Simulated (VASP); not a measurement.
# PbO (P4/nmm) in VASP: single point with PBE+D3(BJ)

Aim: the single point of PbO with PBE+D3(BJ).

Everything below comes from runs of VASP 6.6.1. Logs are shortened: lines on timing, memory, paths and dates and some standing lists are left out, and cuts for length are marked.

## Step 1: The cell of the first run

The structure is tetragonal, space group P4/nmm (No. 129). Conventional cell: a = 3.978 Å, b = 3.978 Å, c = 5.013 Å, α = 90.00°, β = 90.00°, γ = 90.00°. Pb (site symmetry 4mm) has 4 O at 2.32 Å within 3.1 Å. Within 3.1 Å of O (site symmetry -4m2) lie 4 Pb at 2.32 Å and 4 O at 2.81 Å.

## Step 2: Single point, PBE+D3(BJ)

INCAR

```
  PREC = Accurate
  ENCUT = 600
  EDIFF = 1E-6
  ISMEAR = 0
  SIGMA = 0.1
  LREAL = False
  LASPH = True
  NELM = 120
  ALGO = Normal
  ISIF = 2
  LWAVE = False
  LCHARG = False
  GGA = PE
  IVDW = 12
  NBANDS = 28
  GGA_COMPAT = False
```

KPOINTS

```
regular mesh
0
Gamma
  4 4 4
```

POSCAR

```
PbO
1.0
    3.9780804971      0.0000000000      0.0000000000
    0.0000000000      3.9780804971      0.0000000000
    0.0000000000      0.0000000000      5.0127125567
Pb O
2 2
Direct
    0.5000000000      0.0000000000      0.2368000000
    0.0000000000      0.5000000000      0.7632000000
    0.0000000000      0.0000000000      0.0000000000
    0.5000000000      0.5000000000      0.0000000000
```

Potentials or basis: VASP PAW PBE potentials, release 64 (Pb_d, O).

Started as:

```
$ cat potpaw_PBE.64/Pb_d/POTCAR potpaw_PBE.64/O/POTCAR > POTCAR
$ mpirun -np 1 vasp_std > vasp.out
```

OUTCAR:

```text
PREC = Accurate
   ENCUT = 600
   EDIFF = 1E-6
   ISMEAR = 0
   LREAL = False
   LASPH = True
   NELM = 120
   ISIF = 2
   GGA = PE
   IVDW = 12
 IVDW          = 12

 ion  position               nearest neighbor table
   1  0.500  0.000  0.237-   3 2.32   4 2.32   4 2.32   3 2.32   2 3.68   2 3.68   2 3.68   2 3.68
                             2 3.86   2 3.86   2 3.86   2 3.86
   2  0.000  0.500  0.763-   3 2.32   4 2.32   3 2.32   4 2.32   1 3.68   1 3.68   1 3.68   1 3.68
                             1 3.86   1 3.86   1 3.86   1 3.86
   3  0.000  0.000  0.000-   1 2.32   2 2.32   2 2.32   1 2.32
   4  0.500  0.500  0.000-   1 2.32   2 2.32   1 2.32   2 2.32

  LATTYP: Found a simple tetragonal cell.
 ALAT       =     3.9780804971
 C/A-ratio  =     1.2600832387

  Lattice vectors:

 A1 = (   3.9780804971,   0.0000000000,   0.0000000000)
 A2 = (   0.0000000000,   3.9780804971,   0.0000000000)
 A3 = (   0.0000000000,   0.0000000000,   5.0127125567)

Analysis of symmetry for initial positions (statically):
=====================================================================
 Subroutine PRICEL returns:
 Original cell was already a primitive cell.

 Routine SETGRP: Setting up the symmetry group for a
 simple tetragonal supercell.

 Subroutine GETGRP returns: Found 16 space group operations
 (whereof  8 operations were pure point group operations)
 out of a pool of 16 trial point group operations.

The static configuration has the point symmetry D_2d.
 The point group associated with its full space group is D_4h.

Analysis of symmetry for dynamics (positions and initial velocities):
=====================================================================
 Subroutine PRICEL returns:
 Original cell was already a primitive cell.

 Routine SETGRP: Setting up the symmetry group for a
 simple tetragonal supercell.

 Subroutine GETGRP returns: Found 16 space group operations
 (whereof  8 operations were pure point group operations)
 out of a pool of 16 trial point group operations.

The dynamic configuration has the point symmetry D_2d.
 The point group associated with its full space group is D_4h.

 Subroutine INISYM returns: Found 16 space group operations
 (whereof  8 operations are pure point group operations),
 and found     1 'primitive' translations

----------------------------------------------------------------------------------------

                                     Primitive cell

  volume of cell :      79.3268

[... 86 lines left out ...]
   LREAL  =      F    real-space projection
   EDIFFG = 0.1E-04   stopping-criterion for IOM
   NSW    =      0    number of steps for IOM
   IBRION =     -1    ionic relax: 0-MD 1-quasi-New 2-CG
   NFREE  =      0    steps in history (QN), initial steepest desc. (CG)
   ISIF   =      2    stress and relaxation
   ISYM   =      2    0-nonsym 1-usesym 2-fastsym
   POTIM  = 0.5000    time-step for ionic-motion
   TEBEG  =    0.0;   TEEND  =   0.0 temperature during run
   PSTRESS=    0.0 pullay stress
   NELECT =      40.0000    total number of electrons
   NUPDOWN=      -1.0000    fix difference up-down
   EMIN   =  10.00;   EMAX   =-10.00  energy-range for DOS
   EFERMI =   0.00;   METHOD = LEGACY
   ISMEAR =     0;   SIGMA  =   0.10  broadening in eV -4-tet -1-fermi 0-gaus
   EFERMI_NEDOS =   21; number of points for ismear=-14 and -15
   IALGO  =     38    algorithm
   IMIX   =      4    mixing-type and parameters
     AMIX     =   0.40;   BMIX     =  1.00
     AMIX_MAG =   1.60;   BMIX_MAG =  1.00
  volume/ion in A,a.u.               =      19.83       133.83
  Fermi-wavevector in a.u.,A,eV,Ry     =   1.303031  2.462372 23.101204  1.697891
  Thomas-Fermi vector in A             =   2.434060
   LORBIT       =      0    0 simple, 1 ext, 2 COOP (PROOUT), +10 PAW based schemes
   GGA     = PE    functional components
   LHFCALC =     F    Hartree Fock is set to
   AEXX    =    0.0000 exact exchange contribution
   IVDW    =    12    specifies the selected vdW correction
   LEPSILON=     F    determine dielectric tensor
   LRPA    =     F    only Hartree local field effects (RPA)
 non-spin polarized calculation
 Gauss-broadening in eV      SIGMA  =   0.10
  energy-cutoff  :      600.00
  volume of cell :       79.33
 maximum number of plane-waves:      2664
 NGX is ok and might be reduce to    32
   NGX = 15   NGY = 15   NGZ = 21

 number of electron      40.0000001 magnetization

 Free energy of the ion-electron system (eV)
  ---------------------------------------------------
  ext. energy  EPLUGINS =         0.00000000
  ---------------------------------------------------
  free energy    TOTEN  =       -21.41889506 eV

  energy without entropy =      -21.41889506  energy(sigma->0) =      -21.41889506

 E-fermi :   5.5776     XC(G=0):  -9.8429

 val. band max:        5.1601357897   @ k =   0.0000   0.0000   0.0000
 cond. band min:       6.3798095022   @ k =   0.5000   0.5000   0.0000
 fundamental gap:      1.2196737125
 Fermi energy:         5.5775678083

 k-point     1 :       0.0000    0.0000    0.0000
  band No.  band energies     occupation
      1     -13.2416      2.00000
      2     -12.7039      2.00000
      3     -10.8631      2.00000
      4     -10.8631      2.00000
      5     -10.8018      2.00000
      6     -10.7821      2.00000
[... 547 lines left out ...]
     27      16.2941      0.00000
     28      16.2941      0.00000

------------------------ aborting loop because EDIFF is reached ----------------------------------------

 Edisp (eV)   -0.95675

 E8    (eV) :    -0.4384

  FORCE on cell =-STRESS in cart. coord.  units (eV):
  Direction    XX          YY          ZZ          XY          YZ          ZX
  --------------------------------------------------------------------------------------
  -------------------------------------------------------------------------------------
  Total       1.41052     1.41052     0.89961     0.00000     0.00000     0.00000
  in kB      28.48861    28.48861    18.16964     0.00000     0.00000     0.00000
  external pressure =       25.05 kB  Pullay stress =        0.00 kB

 VOLUME and BASIS-vectors are now :
 -----------------------------------------------------------------------------
  energy-cutoff  :      600.00
  volume of cell :       79.33
      direct lattice vectors                 reciprocal lattice vectors
     3.978080497  0.000000000  0.000000000     0.251377518  0.000000000  0.000000000
     0.000000000  3.978080497  0.000000000     0.000000000  0.251377518  0.000000000
     0.000000000  0.000000000  5.012712557     0.000000000  0.000000000  0.199492787

 POSITION                                       TOTAL-FORCE (eV/Angst)
 -----------------------------------------------------------------------------------
      1.98904      0.00000      1.18701        -0.000000      0.000000      0.367876
      0.00000      1.98904      3.82570         0.000000      0.000000     -0.367876
      0.00000      0.00000      0.00000        -0.000000      0.000000      0.000000
      1.98904      1.98904      0.00000        -0.000000     -0.000000      0.000000
 -----------------------------------------------------------------------------------
    total drift:                                0.000000     -0.000000     -0.000000

  FREE ENERGIE OF THE ION-ELECTRON SYSTEM (eV)
  ---------------------------------------------------
  free  energy   TOTEN  =       -22.3756445084 eV

  energy  without entropy=      -22.3756445084  energy(sigma->0) =      -22.37564451
```

Wall time 66 s (1 thread of AMD EPYC 7R43 (Zen 3), shared host); peak memory 0.17 GiB.

Results:

* Free energy: -22.3756 eV
* Pressure: 2.5 GPa
* Largest force: 0.368 eV/Å
* Band gap on the k mesh: 1.22 eV, indirect (least direct gap 2.26 eV)
* Dispersion energy per atom: -0.239 eV

Forces on the atoms (eV/Å):
```
Pb   0.000  0.000  0.368
Pb   0.000  0.000 -0.368
O    0.000  0.000  0.000
O    0.000  0.000  0.000
```

Stress tensor (GPa, compression positive):
```
2.85 0.00 0.00
0.00 2.85 0.00
0.00 0.00 1.82
```

Caveat: spin-orbit coupling is left out, which moves the levels of the heavy elements. A hybrid or GW would open this gap; PBE tends to underestimate it.
